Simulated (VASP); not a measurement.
# TaSi2 (C222) in VASP: single point with PBEsol

Aim: the single point of TaSi2 with PBEsol.

All numbers are computed with VASP 6.6.1; they aren't measurements. Logs are shortened: lines on timing, memory, paths and dates and some standing lists are left out, and cuts for length are marked.

## Step 1: The cell of the first run

It takes space group C222 (No. 21, orthorhombic). Conventional cell: a = 4.761 Å, b = 8.246 Å, c = 6.556 Å, α = 90.00°, β = 90.00°, γ = 90.00°. Ta (site symmetry 222) has 10 Si at 2.60 to 2.81 Å and 4 Ta at 3.22 Å within 3.4 Å. Within 3.3 Å of Ta (site symmetry 2) lie 10 Si at 2.54 to 2.90 Å and 4 Ta at 3.22 to 3.26 Å. Within 3.3 Å of Si (site symmetry 2) lie 5 Ta at 2.54 to 2.81 Å and 9 Si at 2.55 to 3.23 Å. Within 3.3 Å of Si (site symmetry 1) lie 8 Si at 2.45 to 3.23 Å and 5 Ta at 2.60 to 2.90 Å.

## Step 2: Single point, PBEsol (atoms displaced along a vibrational mode)

The input, INCAR:

```
PREC = Accurate ; ENCUT = 520
EDIFF = 1E-6 ; ISMEAR = 0
SIGMA = 0.15 ; LREAL = False
LASPH = True ; NELM = 80
ALGO = Normal ; ISIF = 2
LWAVE = False ; LCHARG = True
GGA = PS ; LELF = True
LVHAR = True ; NBANDS = 38
```

The input, KPOINTS:

```
Automatic mesh
0
Gamma
  12 12 6
```

The input, POSCAR:

```
TaSi2
1.0
    4.7608595319      0.0000000000      0.0000000000
   -2.3804297659      4.1230252985      0.0000000000
    0.0000000000      0.0000000000      6.5557841497
Ta Si
3 6
Direct
    0.5000000000      0.0000000000      0.5000000000
    0.5000000000      0.5000000000      0.8302437643
    0.0000000000      0.5000000000      0.1697562357
    0.1804898236      0.3609796473      0.5000000000
    0.8530506861      0.1503634915      0.8275387803
    0.7026871946      0.8496365085      0.1724612197
    0.8195101764      0.6390203527      0.5000000000
    0.1469493139      0.8496365085      0.8275387803
    0.2973128054      0.1503634915      0.1724612197
```

Potentials or basis: VASP PAW PBE potentials, release 64 (Ta_pv, Si).

Command:

```console
> cat potpaw_PBE.64/Ta_pv/POTCAR potpaw_PBE.64/Si/POTCAR > POTCAR
> mpirun -np 1 vasp_std > vasp.out
```

OUTCAR:

```text
PREC = Accurate
   ENCUT = 520
   EDIFF = 1E-6
   ISMEAR = 0
   LREAL = False
   LASPH = True
   NELM = 80
   ISIF = 2
   GGA = PS

 ion  position               nearest neighbor table
   1  0.500  0.000  0.500-   6 2.60   9 2.60   8 2.60   5 2.60   7 2.63   4 2.63   4 2.81   7 2.81
                             4 2.81   7 2.81   2 3.22   2 3.22   3 3.22   3 3.22
   2  0.500  0.500  0.830-   4 2.54   7 2.54   6 2.67   9 2.67   8 2.67   5 2.67   8 2.68   5 2.68
                             8 2.90   5 2.90   1 3.22   1 3.22   3 3.26   3 3.26
   3  0.000  0.500  0.170-   4 2.54   7 2.54   5 2.67   8 2.67   6 2.67   9 2.67   9 2.68   6 2.68
                             6 2.90   9 2.90   1 3.22   1 3.22   2 3.26   2 3.26
   4  0.180  0.361  0.500-   3 2.54   2 2.54   5 2.55   9 2.55   1 2.63   7 2.64   7 2.64   1 2.81
                             1 2.81   7 2.98
   5  0.853  0.150  0.828-   8 2.45   4 2.55   6 2.58   1 2.60   3 2.67   2 2.67   2 2.68   8 2.90
                             2 2.90   8 2.92   9 3.10
   6  0.703  0.850  0.172-   9 2.45   7 2.55   5 2.58   1 2.60   2 2.67   3 2.67   3 2.68   9 2.90
                             3 2.90   9 2.92   8 3.10
   7  0.820  0.639  0.500-   3 2.54   2 2.54   8 2.55   6 2.55   1 2.63   4 2.64   4 2.64   1 2.81
                             1 2.81   4 2.98
   8  0.147  0.850  0.828-   5 2.45   7 2.55   9 2.58   1 2.60   3 2.67   2 2.67   2 2.68   5 2.90
                             2 2.90   5 2.92   6 3.10
   9  0.297  0.150  0.172-   6 2.45   4 2.55   8 2.58   1 2.60   2 2.67   3 2.67   3 2.68   6 2.90
                             3 2.90   6 2.92   5 3.10

  LATTYP: Found a hexagonal cell.
 ALAT       =     4.7608595319
 C/A-ratio  =     1.3770169243

  Lattice vectors:

 A1 = (   4.7608595319,   0.0000000000,   0.0000000000)
 A2 = (  -2.3804297659,   4.1230252985,   0.0000000000)
 A3 = (   0.0000000000,   0.0000000000,   6.5557841497)

Analysis of symmetry for initial positions (statically):
=====================================================================
 Subroutine PRICEL returns:
 Original cell was already a primitive cell.

 Routine SETGRP: Setting up the symmetry group for a
 hexagonal supercell.

 Subroutine GETGRP returns: Found  4 space group operations
 (whereof  4 operations were pure point group operations)
 out of a pool of 24 trial point group operations.

The static configuration has the point symmetry D_2 .

Analysis of symmetry for dynamics (positions and initial velocities):
=====================================================================
 Subroutine PRICEL returns:
 Original cell was already a primitive cell.

 Routine SETGRP: Setting up the symmetry group for a
 hexagonal supercell.

 Subroutine GETGRP returns: Found  4 space group operations
 (whereof  4 operations were pure point group operations)
 out of a pool of 24 trial point group operations.

The dynamic configuration has the point symmetry D_2 .

 Subroutine INISYM returns: Found  4 space group operations
 (whereof  4 operations are pure point group operations),
 and found     1 'primitive' translations

----------------------------------------------------------------------------------------

                                     Primitive cell

  volume of cell :     128.6844

  direct lattice vectors                    reciprocal lattice vectors
     4.760859532  0.000000000  0.000000000     0.210046105  0.121270175  0.000000000
    -2.380429766  4.123025298  0.000000000     0.000000000  0.242540350  0.000000000
     0.000000000  0.000000000  6.555784150     0.000000000  0.000000000  0.152537054

  length of vectors
     4.760859532  4.760859532  6.555784150     0.242540350  0.242540350  0.152537054

  position of ions in fractional coordinates (direct lattice)
     0.500000000  0.000000000  0.500000000
     0.500000000  0.500000000  0.830243764
     0.000000000  0.500000000  0.169756236
     0.180489824  0.360979647  0.500000000
     0.853050686  0.150363492  0.827538780
     0.702687195  0.849636508  0.172461220
     0.819510176  0.639020353  0.500000000
     0.146949314  0.849636508  0.827538780
     0.297312805  0.150363492  0.172461220

  ion indices of the primitive-cell ions
   primitive index   ion index
                 1           1
                 2           2
                 3           3
                 4           4
                 5           5
                 6           6
                 7           7
                 8           8
                 9           9

----------------------------------------------------------------------------------------

 KPOINTS: Automatic mesh

Automatic generation of k-mesh.
 Grid dimensions read from file:
 generate k-points for:   12   12    6

 Generating k-lattice:

  Cartesian coordinates                     Fractional coordinates (reciprocal lattice)
     0.017503842  0.010105848  0.000000000     0.083333333  0.000000000  0.000000000
     0.000000000  0.020211696  0.000000000     0.000000000  0.083333333  0.000000000
     0.000000000  0.000000000  0.025422842     0.000000000  0.000000000  0.166666667

  Length of vectors
     0.020211696  0.020211696  0.025422842

  Shift w.r.t. Gamma in fractional coordinates (k-lattice)
     0.000000000  0.000000000  0.000000000

 Subroutine IBZKPT returns following result:
 ===========================================

 Found    172 irreducible k-points:

 Following reciprocal coordinates:
            Coordinates               Weight
  0.000000  0.000000  0.000000      1.000000
  0.083333  0.000000  0.000000      4.000000
  0.000000  0.083333  0.000000      2.000000
  0.166667 -0.000000  0.000000      4.000000
  0.000000  0.166667  0.000000      2.000000
  0.250000  0.000000  0.000000      4.000000
[... 16 lines left out ...]
 -0.083333  0.416667  0.000000      4.000000
 -0.416667  0.333333  0.000000      4.000000
 [... further k-points ...]
   k-points           NKPTS =    172   k-points in BZ     NKDIM =    172   number of bands    NBANDS=     38
   number of dos      NEDOS =    301   number of ions     NIONS =      9
   total plane-waves  NPLWV =  64800
   dimension x,y,z NGX =    36 NGY =   36 NGZ =   50
   dimension x,y,z NGXF=    72 NGYF=   72 NGZF=  100
   ions per type =               3   6
   NGX,Y,Z   is equivalent  to a cutoff of  12.57, 12.57, 12.68 a.u.
   NGXF,Y,Z  is equivalent  to a cutoff of  25.14, 25.14, 25.36 a.u.
 SYSTEM =  unknown system
   PREC   = accura    normal or accurate (medium, high low for compatibility)
   ISTART =      0    job   : 0-new  1-cont  2-samecut
   ICHARG =      2    charge: 1-file 2-atom 10-const
   ISPIN  =      1    spin polarized calculation?
   LNONCOLLINEAR =      F non collinear calculations
   LSORBIT =      F    spin-orbit coupling
   LASPH  =      T    aspherical Exc in radial PAW
   ENCUT  =  520.0 eV  38.22 Ry    6.18 a.u.   8.85  8.85 12.19*2*pi/ulx,y,z
   NELM   =     80;   NELMIN=  2; NELMDL= -5     # of ELM steps
   EDIFF  = 0.1E-05   stopping-criterion for ELM
   LREAL  =      F    real-space projection
   EDIFFG = 0.1E-04   stopping-criterion for IOM
   NSW    =      0    number of steps for IOM
   IBRION =     -1    ionic relax: 0-MD 1-quasi-New 2-CG
   NFREE  =      0    steps in history (QN), initial steepest desc. (CG)
   ISIF   =      2    stress and relaxation
   ISYM   =      2    0-nonsym 1-usesym 2-fastsym
   POTIM  = 0.5000    time-step for ionic-motion
   TEBEG  =    0.0;   TEEND  =   0.0 temperature during run
   PSTRESS=    0.0 pullay stress
   NELECT =      57.0000    total number of electrons
   NUPDOWN=      -1.0000    fix difference up-down
   EMIN   =  10.00;   EMAX   =-10.00  energy-range for DOS
   EFERMI =   0.00;   METHOD = LEGACY
   ISMEAR =     0;   SIGMA  =   0.15  broadening in eV -4-tet -1-fermi 0-gaus
   EFERMI_NEDOS =   21; number of points for ismear=-14 and -15
   IALGO  =     38    algorithm
   IMIX   =      4    mixing-type and parameters
     AMIX     =   0.40;   BMIX     =  1.00
     AMIX_MAG =   1.60;   BMIX_MAG =  1.00
  volume/ion in A,a.u.               =      14.30        96.49
  Fermi-wavevector in a.u.,A,eV,Ry     =   1.247933  2.358251 21.188838  1.557336
  Thomas-Fermi vector in A             =   2.382042
   LORBIT       =      0    0 simple, 1 ext, 2 COOP (PROOUT), +10 PAW based schemes
   GGA     = PS    functional components
   LHFCALC =     F    Hartree Fock is set to
   AEXX    =    0.0000 exact exchange contribution
   IVDW    =     0    specifies the selected vdW correction
   LEPSILON=     F    determine dielectric tensor
   LRPA    =     F    only Hartree local field effects (RPA)
 non-spin polarized calculation
 Gauss-broadening in eV      SIGMA  =   0.15
  energy-cutoff  :      520.00
  volume of cell :      128.68
 maximum number of plane-waves:      3501
   NGX = 17   NGY = 17   NGZ = 25

 number of electron      57.0000000 magnetization

 Free energy of the ion-electron system (eV)
  ---------------------------------------------------
  ext. energy  EPLUGINS =         0.00000000
  ---------------------------------------------------
  free energy    TOTEN  =       -76.89949890 eV

  energy without entropy =      -76.85956055  energy(sigma->0) =      -76.87952972

 E-fermi :   9.3971     XC(G=0): -12.1964

 val. band max:        9.3964023646   @ k =   0.2500   0.1667   0.0000
 cond. band min:       9.3995724185   @ k =   0.3333   0.1667   0.0000
 fundamental gap:      0.0031700540
 Fermi energy:         9.3970623079

 k-point     1 :       0.0000    0.0000    0.0000
  band No.  band energies     occupation
      1     -24.9516      2.00000
      2     -24.9077      2.00000
      3     -24.8939      2.00000
      4     -24.8734      2.00000
      5     -24.8330      2.00000
      6     -24.7687      2.00000
[... 30 lines left out ...]
     37      13.3069      0.00000
     38      13.4267      0.00000

 k-point     2 :       0.0833    0.0000    0.0000
  band No.  band energies     occupation
      1     -24.9533      2.00000
      2     -24.9158      2.00000
      3     -24.8868      2.00000
      4     -24.8716      2.00000
      5     -24.8339      2.00000
      6     -24.7697      2.00000
[... 30 lines left out ...]
     37      13.1807      0.00000
     38      13.3766      0.00000

 k-point     3 :       0.0000    0.0833    0.0000
  band No.  band energies     occupation
      1     -24.9568      2.00000
      2     -24.9045      2.00000
      3     -24.8940      2.00000
      4     -24.8716      2.00000
      5     -24.8346      2.00000
      6     -24.7716      2.00000
[... 30 lines left out ...]
     37      13.0542      0.00000
     38      13.3687      0.00000

 k-point     4 :       0.1667   -0.0000    0.0000
  band No.  band energies     occupation
      1     -24.9574      2.00000
      2     -24.9281      2.00000
      3     -24.8783      2.00000
      4     -24.8664      2.00000
      5     -24.8362      2.00000
      6     -24.7728      2.00000
[... 30 lines left out ...]
     37      13.0986      0.00000
     38      13.3124      0.00000
[... 703 lines left out ...]
      4     -24.8587      2.00000
      5     -24.8382      2.00000
      6     -24.7896      2.00000
[... 30 lines left out ...]
     37      13.3497      0.00000
     38      13.5721      0.00000

 k-point    23 :      -0.0833    0.4167    0.0000
  band No.  band energies     occupation
      1     -24.9907      2.00000
      2     -24.9054      2.00000
      3     -24.8878      2.00000
      4     -24.8583      2.00000
      5     -24.8444      2.00000
      6     -24.7904      2.00000
[... 30 lines left out ...]
     37      13.1350      0.00000
     38      13.7024      0.00000

 k-point    24 :      -0.4167    0.3333    0.0000
  band No.  band energies     occupation
      1     -24.9634      2.00000
      2     -24.9561      2.00000
      3     -24.8744      2.00000
      4     -24.8488      2.00000
      5     -24.8396      2.00000
      6     -24.7835      2.00000
[... 30 lines left out ...]
     37      13.3627      0.00000
     38      13.5453      0.00000

 [... further k-points ...]
[... 5 lines left out ...]
  --------------------------------------------------------------------------------------
  -------------------------------------------------------------------------------------
  Total        3.1103768      1.3266971      0.5845808      0.0000000      0.0000000      0.0000000
  in kB       38.7255481     16.5179576      7.2782860      0.0000000      0.0000000      0.0000000
  external PRESSURE =      20.8405972 kB  Pullay stress =       0.0000000 kB

 VOLUME and BASIS-vectors are now :
 -----------------------------------------------------------------------------
  energy-cutoff  :      520.00
  volume of cell :      128.68
      direct lattice vectors                 reciprocal lattice vectors
     4.760859532  0.000000000  0.000000000     0.210046105  0.121270175  0.000000000
    -2.380429766  4.123025298  0.000000000     0.000000000  0.242540350  0.000000000
     0.000000000  0.000000000  6.555784150     0.000000000  0.000000000  0.152537054

 POSITION                                       TOTAL-FORCE (eV/Angst)
 -----------------------------------------------------------------------------------
      2.38043      0.00000      3.27789        -0.000000      0.000000      0.000000
      1.19021      2.06151      5.44290        -0.000000      0.000000      1.166631
     -1.19021      2.06151      1.11289         0.000000      0.000000     -1.166631
     -0.00000      1.48833      3.27789        -0.000000     -1.412514      0.000000
      3.70332      0.61995      5.42517        -0.896715      0.441841      0.285757
      1.32289      3.50307      1.13062        -0.896715     -0.441841     -0.285757
      2.38043      2.63470      3.27789         0.000000      1.412514      0.000000
     -1.32289      3.50307      5.42517         0.896715     -0.441841      0.285757
      1.05753      0.61995      1.13062         0.896715      0.441841     -0.285757
 -----------------------------------------------------------------------------------
    total drift:                               -0.000000     -0.000000     -0.000000

  FREE ENERGIE OF THE ION-ELECTRON SYSTEM (eV)
  ---------------------------------------------------
  free  energy   TOTEN  =       -76.8994989008 eV

  energy  without entropy=      -76.8595605483  energy(sigma->0) =      -76.87952972
```

Wall time 6.8 min (1 thread of AMD EPYC 9R45 (Zen 5), shared host); peak memory 0.67 GiB.

Results:

```yaml
Free_energy: -76.8995 eV
Pressure: 2.1 GPa
Largest_force: 1.413 eV/Å
Band_gap_on_the_k_mesh: zero (an odd number of electrons rules out a gap without spin polarisation)
```

Forces in eV/Å, atoms in the order of the input:
```
Ta   0.000  0.000  0.000
Ta   0.000  0.000  1.167
Ta   0.000  0.000 -1.167
Si   0.000 -1.413  0.000
Si  -0.897  0.442  0.286
Si  -0.897 -0.442 -0.286
Si   0.000  1.413  0.000
Si   0.897 -0.442  0.286
Si   0.897  0.442 -0.286
```

Caveat: the cell differs from its parent crystal (atoms displaced along a vibrational mode); the PAW data sets were made with another functional, which shifts forces and pressure a little; spin-orbit coupling is left out, which moves the levels of the heavy elements.
